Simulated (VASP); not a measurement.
Wanted: the native input for a VASP 6.6.1 run.

```yaml
Task: single point
Functional: PBE
Dispersion: D3(BJ)
Potentials_or_basis: VASP PAW PBE potentials, release 64 (Si, O)
Cutoff: 520 eV
k_mesh: 7 × 4 × 1
Occupations: gaussian, width 0.05 eV
Spin: collinear spin, ferromagnetic start
Starting_moments: "[0.0, 0.0, 0.0, 0.0, 0.0, 0.0, 0.0, 0.0, 2.0] μB"
Dipole_correction: yes
Further_INCAR_settings: ALGO = Normal; EDIFF = 1e-06; NBANDS = 33
```

The structure of Si8O lies in POSCAR:

```
Si8O
1.0
    3.8155170209      0.0000000000      0.0000000000
    0.0000000000      6.3129357835      0.0000000000
    0.0000000000      0.0000000000     21.3318711348
Si O
8 1
Direct
    0.0000000000      0.9369021389      0.1875128522
    0.0000000000      0.5630978611      0.1875128522
    0.5000000000      0.4369021389      0.2391466205
    0.5000000000      0.0630978611      0.2391466205
    0.5000000000      0.9332664455      0.3430438269
    0.5000000000      0.5667335545      0.3430438269
    0.0000000000      0.4266292811      0.3858954089
    0.0000000000      0.0733707189      0.3858954089
    0.0000000000      0.9266292811      0.4890274777
```

These files were run (other wordings do the same):

INCAR

```
SYSTEM = Si8O
ALGO = Normal
DIPOL = 0.5 0.5 0.311
EDIFF = 1E-6
ENCUT = 520
GGA = PE
IDIPOL = 3
ISIF = 2
ISMEAR = 0
ISPIN = 2
IVDW = 12
LASPH = .True.
LCHARG = .False.
LDIPOL = .True.
LORBIT = 11
LREAL = .False.
LWAVE = .False.
MAGMOM = 0 0 0 0 0 0 0 0 2
NBANDS = 33
NELM = 150
PREC = Accurate
SIGMA = 0.05
```

KPOINTS

```
k-points
0
Gamma
  7 4 1
  0 0 0
```

Potentials or basis: VASP PAW PBE potentials, release 64 (Si, O).

Launch:

```bash
$ cat potpaw_PBE.64/Si/POTCAR potpaw_PBE.64/O/POTCAR > POTCAR
$ mpirun -np 1 vasp_std > vasp.out
```

Results of the run:

| Property | Result |
| --- | --- |
| Largest force | 3.671 eV/Å |
| Net moment | 0.05 μB per cell |
| Site moments | Si +0.01, -0.02, -0.00, +0.04, +0.00; O -0.08 μB |
| Valence electrons inside the program's atomic spheres | Si 1.64, 1.67, 1.71, 1.70, 1.69, 1.63; O 4.64 |
| Dispersion energy per atom | -0.239 eV |

Run time: 24 min on 1 thread of AMD EPYC 7R43 64-Core Processor (Zen 3) (shared host), peak memory 0.78 GiB.
